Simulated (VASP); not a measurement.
A run of VASP 6.6.1:

The input INCAR:

```
SYSTEM = MnS
PREC = Accurate
ENCUT = 600
EDIFF = 1E-7
ISMEAR = 0
SIGMA = 0.1
LREAL = .False.
LASPH = .True.
NELM = 150
ALGO = Normal
ISIF = 3
LWAVE = .False.
LCHARG = .False.
ISPIN = 2
MAGMOM = 4 0
LORBIT = 11
LMAXMIX = 4
GGA = PE
IBRION = 2
NSW = 90
EDIFFG = -0.04
```

KPOINTS

```
Automatic mesh
0
Gamma
  6 6 6
  0 0 0
```

File POSCAR:

```
MnS
1.0
    2.0317330600      1.1730216300      3.0638719800
   -2.0317330600      1.1730216300      3.0638719800
    0.0000000000     -2.3460432600      3.0638719800
Mn S
1 1
Direct
    0.9659775700      0.9659775700      0.9659775700
    0.7840224300      0.7840224300      0.7840224300
```

Potentials or basis: VASP PAW PBE potentials, release 64 (Mn_pv, S).

Launch:

```console
$ cat potpaw_PBE.64/Mn_pv/POTCAR potpaw_PBE.64/S/POTCAR > POTCAR
$ mpirun -np 1 vasp_std > vasp.out
```

Hardware: 1 thread of AMD EPYC 9R45 96-Core Processor (Zen 5), with other jobs on the host.

Problem. Estimate the wall time of this run.

Solution. It took 11 min on 1 thread of AMD EPYC 9R45 96-Core Processor (Zen 5), with other jobs on the host, peak memory 0.21 GiB. Counts: scf iterations 446, k points 32, ion steps 13.
